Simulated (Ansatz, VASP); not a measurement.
# Two plane-wave programs on Ta4Re4H

```
Ta Re H
1.0
     3.19938   -4.61651    0.00000
     3.21124    4.62424    0.00000
     0.00000    0.00000    4.46359
Ta Re H
4 4 1
Direct
  0.24546 0.25952 0.50821
  0.24530 0.76164 0.49827
  0.73920 0.25583 0.50821
  0.73936 0.75371 0.49827
  0.98537 0.98917 0.99291
  0.99929 0.52617 0.99291
  0.49345 0.01083 0.99967
  0.49121 0.50452 0.99967
  0.99233 0.25767 0.22411
```

Alike in both runs: task single point; functional r2SCAN; k mesh 6 × 6 × 8; occupations gaussian, width 0.1 eV; no spin polarisation.

|  | VASP | Ansatz |
| --- | --- | --- |
| version | VASP 6.6.1 | Ansatz 0.2.0 |
| potentials or method | VASP PAW PBE potentials, release 64 (Ta_pv, Re, H), cutoff 660 eV | scalar-relativistic, plane waves, PAW |
| valence electrons in the cell | 73 | 113 |

```tsv
	VASP	Ansatz	Ansatz less VASP
gap on the k mesh at the Fermi level (eV)	none	none	-
pressure (GPa)	0.5	0.0	-0.56
traceless stress, the component that is largest in VASP (GPa)	-0.19	-0.04	+0.153
rms of the force components (eV/Å)	0.024	0.009	-0.0154
```

VASP's potentials were made for PBE, not for r2SCAN. Atom by atom the forces differ by 0.027 eV/Å (rms over components). A gap of «none» marks a metal or a gap that the smearing closes. The functional is the same, so the differences come from potentials, cutoffs and numerics. VASP's potentials hold 73 valence electrons a cell and Ansatz's 113, so a difference there can come from the potentials and not from the codes.

Spin-orbit coupling is off throughout.
